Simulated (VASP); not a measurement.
SiWSN2:

```xyz
5
Lattice="3.9753 0.0000 0.0000 0.0000 3.9753 0.0000 0.0000 0.0000 3.9753" Properties=species:S:1:pos:R:3 pbc="T T T"
Si    0.0000    0.0000    0.0000
W     1.9877    1.9877    1.9877
S     0.0000    0.0000    1.9877
N     1.9877    0.0000    0.0000
N     0.0000    1.9877    0.0000
```

* Program: VASP 6.6.1
* Task: relaxation of cell and atoms
* Functional: PBE
* Potentials or basis: VASP PAW PBE potentials, release 64 (Si, W_sv, S, N)
* Cutoff: 600 eV
* k mesh: 4 × 4 × 4
* Occupations: gaussian, width 0.1 eV
* Spin: no spin polarisation

At the start: pressure -13.9 GPa; volume 12.56 Å³/atom.

**Question.** Where does the relaxation end?

**Answer.** Over 7 steps the energy falls by 391.3 meV/atom and the volume is 11.40 Å³/atom (-9.3 %); space group P4/mmm (No. 123, to 0.05 Å).

Step by step:
```tsv
step	energy change (eV)	largest force (eV/Å)	pressure (GPa)	volume (Å³)
1	0.0000	0.0000	-13.93	62.82
2	-1.6054	0.0000	23.36	52.46
3	-1.8910	0.0000	7.09	54.97
4	-1.9407	0.0000	-4.12	58.27
5	-1.9547	0.0000	-0.76	57.16
6	-1.9562	0.0000	0.44	56.95
7	-1.9565	0.0000	0.11	57.01
```

Final structure:
```cif
data_structure
_symmetry_space_group_name_H-M 'P 1'
_symmetry_Int_Tables_number 1
_cell_length_a 3.5986
_cell_length_b 3.5986
_cell_length_c 4.4022
_cell_angle_alpha 90.000
_cell_angle_beta 90.000
_cell_angle_gamma 90.000
_cell_volume 57.01
loop_
_atom_site_label
_atom_site_type_symbol
_atom_site_fract_x
_atom_site_fract_y
_atom_site_fract_z
_atom_site_occupancy
Si1 Si 0.00000 0.00000 0.00000 1
W1 W 0.50000 0.50000 0.50000 1
S1 S 0.00000 0.00000 0.50000 1
N1 N 0.50000 0.00000 0.00000 1
N2 N 0.00000 0.50000 0.00000 1
```

Caveat: the k points lie up to 0.44 Å⁻¹ apart in the final cell.
